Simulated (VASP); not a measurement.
# Ni (Fm-3m) in VASP: further runs

Runs on Ni. Level: PBE. Tasks: single point.

Program: VASP 6.6.1. These are calculated values, not measurements. Logs are shortened: lines on timing, memory, paths and dates and some standing lists are left out, and cuts for length are marked.

**1. The cell of the first run**

It takes space group Fm-3m (No. 225, cubic). The conventional cell has a = 3.536 Å, b = 3.536 Å, c = 3.536 Å, α = 90.00°, β = 90.00°, γ = 90.00°. Within 3.3 Å of Ni (site symmetry m-3m) lie 12 Ni at 2.50 Å.

**2. Single point, PBE, collinear spin, zero start**

File INCAR:

```
ALGO = Normal ; EDIFF = 1E-6
ENCUT = 520 ; GGA = PE
ISIF = 2 ; ISMEAR = 0
ISPIN = 2 ; LASPH = T
LCHARG = F ; LMAXMIX = 4
LORBIT = 11 ; LREAL = F
LWAVE = F ; MAGMOM = 0
NBANDS = 15 ; NELM = 150
NUPDOWN = 0.0 ; PREC = Accurate
SIGMA = 0.1
```

File KPOINTS:

```
k-points
0
Gamma
  14 14 14
```

File POSCAR:

```
Ni
1.0
    0.0000000000      1.7677500000      1.7677500000
    1.7677500000      0.0000000000      1.7677500000
    1.7677500000      1.7677500000      0.0000000000
Ni
1
Direct
    0.0000000000      0.0000000000      0.0000000000
```

Potentials or basis: VASP PAW PBE potentials, release 64 (Ni).

Run with:

```sh
cat potpaw_PBE.64/Ni/POTCAR > POTCAR
mpirun -np 1 vasp_std > vasp.out
```

OUTCAR:

```text
EDIFF = 1E-6
   ENCUT = 520
   GGA = PE
   ISIF = 2
   ISMEAR = 0
   ISPIN = 2
   LASPH = T
   LORBIT = 11
   LREAL = F
   NELM = 150
   NUPDOWN = 0.0
   PREC = Accurate

 ion  position               nearest neighbor table
   1  0.000  0.000  0.000-

  LATTYP: Found a face centered cubic cell.
 ALAT       =     3.5355000000

  Lattice vectors:

 A1 = (   0.0000000000,   1.7677500000,   1.7677500000)
 A2 = (   1.7677500000,   0.0000000000,   1.7677500000)
 A3 = (   1.7677500000,   1.7677500000,   0.0000000000)

Analysis of symmetry for initial positions (statically):
=====================================================================
 Subroutine PRICEL returns:
 Original cell was already a primitive cell.

 Routine SETGRP: Setting up the symmetry group for a
 face centered cubic supercell.

 Subroutine GETGRP returns: Found 48 space group operations
 (whereof 48 operations were pure point group operations)
 out of a pool of 48 trial point group operations.

The static configuration has the point symmetry O_h .

Analysis of symmetry for dynamics (positions and initial velocities):
=====================================================================
 Subroutine PRICEL returns:
 Original cell was already a primitive cell.

 Routine SETGRP: Setting up the symmetry group for a
 face centered cubic supercell.

 Subroutine GETGRP returns: Found 48 space group operations
 (whereof 48 operations were pure point group operations)
 out of a pool of 48 trial point group operations.

The dynamic configuration has the point symmetry O_h .

Analysis of structural, dynamic, and magnetic symmetry:
=====================================================================
 Subroutine PRICEL returns:
 Original cell was already a primitive cell.

 Routine SETGRP: Setting up the symmetry group for a
 face centered cubic supercell.

 Subroutine GETGRP returns: Found 48 space group operations
 (whereof 48 operations were pure point group operations)
 out of a pool of 48 trial point group operations.

The overall configuration has the point symmetry O_h .

 Subroutine INISYM returns: Found 48 space group operations
 (whereof 48 operations are pure point group operations),
 and found     1 'primitive' translations

----------------------------------------------------------------------------------------

                                     Primitive cell

  volume of cell :      11.0482

  direct lattice vectors                    reciprocal lattice vectors
[... 125 lines left out ...]
 number of electron      10.0000010 magnetization      -0.0000000

 Free energy of the ion-electron system (eV)
  ---------------------------------------------------
  ext. energy  EPLUGINS =         0.00000000
  ---------------------------------------------------
  free energy    TOTEN  =        -5.41893683 eV

  energy without entropy =       -5.39718180  energy(sigma->0) =       -5.40805932

 E-fermi :   8.9422     XC(G=0): -13.1648

 val. band max:        8.9419320445   @ k =   0.5000   0.0000   0.0000
 cond. band min:       8.9465867825   @ k =  -0.1429   0.2143   0.0714
 fundamental gap:      0.0046547380
 Fermi energy:         8.9421601160

 spin component 1

 k-point     1 :       0.0000    0.0000    0.0000
  band No.  band energies     occupation
      1       0.2386      1.00000
      2       7.1517      1.00000
      3       7.1517      1.00000
      4       7.1517      1.00000
      5       8.2231      1.00000
      6       8.2231      1.00000
      7      32.6699      0.00000
      8      36.4861      0.00000
      9      36.4861      0.00000
     10      36.4861      0.00000
     11      39.4353      0.00000
     12      39.4353      0.00000
     13      39.4353      0.00000
     14      42.3176      0.00000
[... 403 lines left out ...]
      4       7.6280      1.00000
      5       8.2177      1.00000
      6       8.5727      1.00000
      7      24.5770      0.00000
      8      30.0181      0.00000
      9      30.7500      0.00000
     10      33.3858      0.00000
     11      38.3592      0.00000
     12      42.3795      0.00000
     13      44.3300      0.00000
     14      46.4493      0.00000
     15      50.8618      0.00000

 [... further k-points ...]

 spin component 2

 k-point     1 :       0.0000    0.0000    0.0000
  band No.  band energies     occupation
      1       0.2386      1.00000
      2       7.1517      1.00000
      3       7.1517      1.00000
      4       7.1517      1.00000
      5       8.2231      1.00000
      6       8.2231      1.00000
      7      32.6699      0.00000
      8      36.4861      0.00000
      9      36.4861      0.00000
     10      36.4861      0.00000
     11      39.4353      0.00000
     12      39.4353      0.00000
     13      39.4353      0.00000
     14      42.3177      0.00000
[... 403 lines left out ...]
      4       7.6280      1.00000
      5       8.2177      1.00000
      6       8.5727      1.00000
      7      24.5770      0.00000
      8      30.0181      0.00000
      9      30.7500      0.00000
     10      33.3858      0.00000
     11      38.3592      0.00000
     12      42.3795      0.00000
     13      44.3300      0.00000
     14      46.4493      0.00000
     15      50.8618      0.00000

 [... further k-points ...]

------------------------ aborting loop because EDIFF is reached ----------------------------------------

  FORCE on cell =-STRESS in cart. coord.  units (eV):
  Direction    XX          YY          ZZ          XY          YZ          ZX
  --------------------------------------------------------------------------------------
  -------------------------------------------------------------------------------------
  Total       -0.2649521     -0.2649521     -0.2649521     -0.0000000     -0.0000000     -0.0000000
  in kB      -38.4224872    -38.4224872    -38.4224872     -0.0000000     -0.0000000     -0.0000000
  external PRESSURE =     -38.4224872 kB  Pullay stress =       0.0000000 kB

 VOLUME and BASIS-vectors are now :
 -----------------------------------------------------------------------------
  energy-cutoff  :      520.00
  volume of cell :       11.05
      direct lattice vectors                 reciprocal lattice vectors
     0.000000000  1.767750000  1.767750000    -0.282845425  0.282845425  0.282845425
     1.767750000  0.000000000  1.767750000     0.282845425 -0.282845425  0.282845425
     1.767750000  1.767750000  0.000000000     0.282845425  0.282845425 -0.282845425

 POSITION                                       TOTAL-FORCE (eV/Angst)
 -----------------------------------------------------------------------------------
      0.00000      0.00000      0.00000        -0.000000      0.000000      0.000000
 -----------------------------------------------------------------------------------
    total drift:                                0.000000      0.000000      0.000000

  FREE ENERGIE OF THE ION-ELECTRON SYSTEM (eV)
  ---------------------------------------------------
  free  energy   TOTEN  =        -5.4189368296 eV

  energy  without entropy=       -5.3971818045  energy(sigma->0) =       -5.40805932

 total charge

# of ion       s       p       d       tot
------------------------------------------
    1        0.488   0.481   8.316   9.285

 magnetization (x)

# of ion       s       p       d       tot
------------------------------------------
    1        0.000  -0.000   0.000   0.000
```

OSZICAR:

```text
N       E                     dE             d eps       ncg     rms          rms(c)
DAV:   1     0.331172147115E+02    0.33117E+02   -0.44895E+03  6693   0.905E+02
DAV:   2    -0.500505469158E+01   -0.38122E+02   -0.35304E+02  7038   0.162E+02
DAV:   3    -0.645823991576E+01   -0.14532E+01   -0.14322E+01  7661   0.310E+01
DAV:   4    -0.646724993394E+01   -0.90100E-02   -0.90071E-02  7655   0.232E+00
DAV:   5    -0.646736237796E+01   -0.11244E-03   -0.11244E-03  7791   0.234E-01    0.958E+00
DAV:   6    -0.579535284613E+01    0.67201E+00   -0.14241E+01  9012   0.405E+01    0.603E+00
DAV:   7    -0.543739193585E+01    0.35796E+00   -0.27062E+00  8319   0.157E+01    0.167E+00
DAV:   8    -0.542082313083E+01    0.16569E-01   -0.35140E-02  8114   0.134E+00    0.479E-01
DAV:   9    -0.541892846585E+01    0.18947E-02   -0.22024E-03 10192   0.245E-01    0.585E-02
DAV:  10    -0.541893706987E+01   -0.86040E-05   -0.16840E-05  7080   0.371E-02    0.257E-02
DAV:  11    -0.541893682958E+01    0.24030E-06   -0.18414E-06  6773   0.729E-03
   1 F= -.54189368E+01 E0= -.54080593E+01  d E =-.217550E-01  mag=     0.0000
```

stdout:

```text
POSCAR found type information on POSCAR Ni
 POSCAR found :  1 types and       1 ions
 scaLAPACK will be used
 LDA part: xc-table for (Slater+PW92), standard interpolation
 POSCAR, INCAR and KPOINTS ok, starting setup
 FFT: planning ... GRIDC
 FFT: planning ... GRID_SOFT
 FFT: planning ... GRID
 WAVECAR not read
 entering main loop
```

It took 28 s on 1 thread of Intel Xeon Platinum 8259CL at 2.50GHz (Skylake/Cascade Lake), shared host; peak memory 0.15 GiB.

What came out:

```yaml
Free_energy: -5.4189 eV
Pressure: -3.8 GPa
Net_moment: 0.00 μB per cell
Valence_electrons_inside_the_program's_atomic_spheres: Ni 9.29
```

Caveat: the total moment is fixed, so each spin has its own Fermi level.

**3. Single point, PBE, collinear spin, ferromagnetic start**

File INCAR:

```
PREC = Accurate ; ENCUT = 520
EDIFF = 1E-6 ; ISMEAR = 0
SIGMA = 0.1 ; LREAL = F
LASPH = T ; NELM = 150
ALGO = Normal ; ISIF = 2
LWAVE = F ; LCHARG = T
ISPIN = 2 ; MAGMOM = 2
LORBIT = 11 ; LMAXMIX = 4
GGA = PE ; LELF = T
LVHAR = T ; NBANDS = 15
```

File KPOINTS:

```
Automatic mesh
0
Gamma
  14 14 14
```

POSCAR is that of step 2.

Potentials or basis: VASP PAW PBE potentials, release 64 (Ni).

Run with:

```sh
cat potpaw_PBE.64/Ni/POTCAR > POTCAR
mpirun -np 1 vasp_std > vasp.out
```

It took 35 s on 1 thread of Intel Xeon Platinum 8259CL at 2.50GHz (Skylake/Cascade Lake), shared host; peak memory 0.15 GiB.

Results (log left out):

```yaml
Free_energy: -5.4702 eV
Pressure: -2.9 GPa
Net_moment: 0.60 μB per cell
Site_moments: Ni +0.62 μB
Valence_electrons_inside_the_program's_atomic_spheres: Ni 9.28
```

Levels at points of the mesh, in eV from the Fermi level:
Spin up:
| k point | band 1 | band 2 | band 3 | band 4 | band 5 | band 6 | band 7 | band 8 | band 9 | band 10 |
| --- | --- | --- | --- | --- | --- | --- | --- | --- | --- | --- |
| (0.00, 0.00, 0.00) | -8.90 | -2.38 | -2.38 | -2.38 | -1.23 | -1.23 | 23.60 | 27.34 | 27.34 | 27.34 |
| (0.50, 0.00, 0.00) | -4.74 | -2.36 | -2.36 | -0.59 | -0.59 | -0.26 | 5.56 | 22.09 | 24.41 | 24.41 |
| (0.50, 0.50, 0.00) | -4.55 | -4.10 | -0.54 | -0.47 | -0.47 | 2.44 | 9.09 | 14.69 | 14.69 | 19.54 |
Spin down:
| k point | band 2 | band 3 | band 4 | band 5 | band 6 | band 7 | band 8 | band 9 |
| --- | --- | --- | --- | --- | --- | --- | --- | --- |
| (0.00, 0.00, 0.00) | -1.65 | -1.65 | -1.65 | -0.67 | -0.67 | 23.42 | 27.31 | 27.31 |
| (0.50, 0.00, 0.00) | -1.77 | -1.77 | -0.33 | 0.14 | 0.14 | 5.97 | 21.94 | 24.49 |
| (0.50, 0.50, 0.00) | -3.51 | 0.05 | 0.37 | 0.37 | 2.39 | 9.32 | 14.69 | 14.69 |
